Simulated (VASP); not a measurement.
Write the native input for VASP 6.6.1 that does the following.

```
Task                   : single point
Functional             : PBE
Potentials or basis    : VASP PAW PBE potentials, release 64 (Sb)
Cutoff                 : 520 eV
k mesh                 : 9 × 9 × 9
Occupations            : fermi-dirac, width 0.0612256 eV
Spin                   : no spin polarisation
Dipole correction      : no
Further INCAR settings : ALGO = Normal; EDIFF = 1e-06; NBANDS = 12
```

The structure of Sb lies in POSCAR:

```
Sb
1.0
    0.0000000000      3.5205116709      3.5205116709
    3.5205116709      0.0000000000      3.5205116709
    3.5205116709      3.5205116709      0.0000000000
Sb
2
Direct
    0.0000000000      0.0000000000      0.0000000000
    0.2500000000      0.2500000000      0.2500000000
```

The input as run:

INCAR

```
SYSTEM = Sb
PREC = Accurate
ENCUT = 520
EDIFF = 1E-6
ISMEAR = -1
SIGMA = 0.06122561905347299
LREAL = .FALSE.
LASPH = .TRUE.
NELM = 100
ALGO = Normal
ISIF = 2
LWAVE = .FALSE.
LCHARG = .TRUE.
GGA = PE
LELF = .TRUE.
LVHAR = .TRUE.
NBANDS = 12
```

KPOINTS

```
Automatic mesh
0
G
  9 9 9
  0 0 0
```

Potentials or basis: VASP PAW PBE potentials, release 64 (Sb).

Launch:

```sh
$ cat potpaw_PBE.64/Sb/POTCAR > POTCAR
$ mpirun -np 1 vasp_std > vasp.out
```

Results of the run:

```yaml
Pressure: -0.5 GPa
Band_gap_on_the_k_mesh: zero (band 5 reaches 4.06 eV, above the bottom of band 6 at 3.32 eV)
```

Caveat: spin-orbit coupling is left out, which moves the levels of the heavy elements.

Run time: 28 s on 1 thread of Intel(R) Xeon(R) Platinum 8559C (Emerald Rapids), with other jobs on the host, peak memory 0.23 GiB.
